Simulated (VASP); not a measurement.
Here is a VASP 6.6.1 calculation.

File INCAR:

```
SYSTEM = Cs3SF6
PREC = Accurate
ENCUT = 520
EDIFF = 1E-7
ISMEAR = -1
SIGMA = 0.1
LREAL = .FALSE.
LASPH = .TRUE.
NELM = 60
ALGO = Normal
ISIF = 2
LWAVE = .FALSE.
LCHARG = .TRUE.
GGA = PE
LELF = .TRUE.
LVHAR = .TRUE.
NBANDS = 48
```

The input KPOINTS:

```
regular mesh
0
G
  6 6 6
  0 0 0
```

File POSCAR:

```
Cs3SF6
1.0
    0.0000000000      6.7611090000      0.0000003522
    6.7611090000      0.0000000000      0.0000003522
    3.3805547500      3.3805547500     -4.7994906478
F S Cs
6 1 3
Direct
    0.0000000000      0.2771055881      0.0000000000
    0.2771055881      0.0000000000      0.0000000000
    0.0000000000      0.7228944119      0.0000000000
    0.7228944119      0.0000000000      0.0000000000
    0.2427171472      0.2427171472      0.5145657056
    0.7572828528      0.7572828528      0.4854342944
    0.0000000000      0.0000000000      0.0000000000
    0.5000000000      0.5000000000      0.0000000000
    0.7500000000      0.2500000000      0.5000000000
    0.2500000000      0.7500000000      0.5000000000
```

Potentials or basis: VASP PAW PBE potentials, release 64 (F, S, Cs_sv).

Launch:

```sh
$ cat potpaw_PBE.64/F/POTCAR potpaw_PBE.64/S/POTCAR potpaw_PBE.64/Cs_sv/POTCAR > POTCAR
$ mpirun -np 1 vasp_std > vasp.out
```

Q: What does it give for the largest force?

A: 0.118 eV/Å.

Q: Predict the band gap on the k mesh.

A: Zero (an odd number of electrons rules out a gap without spin polarisation).

Q: Predict the pressure.

A: 4.4 GPa.

Stress tensor (GPa, compression positive):
```
 0.78  0.00  0.00
 0.00  0.78  0.00
 0.00  0.00 11.76
```

Caveat: the stress differs along the axes, from 1 to 12 GPa; spin-orbit coupling is left out, which moves the levels of the heavy elements; an odd number of electrons without spin polarisation forces a metal; a magnetic or distorted state may lie lower.
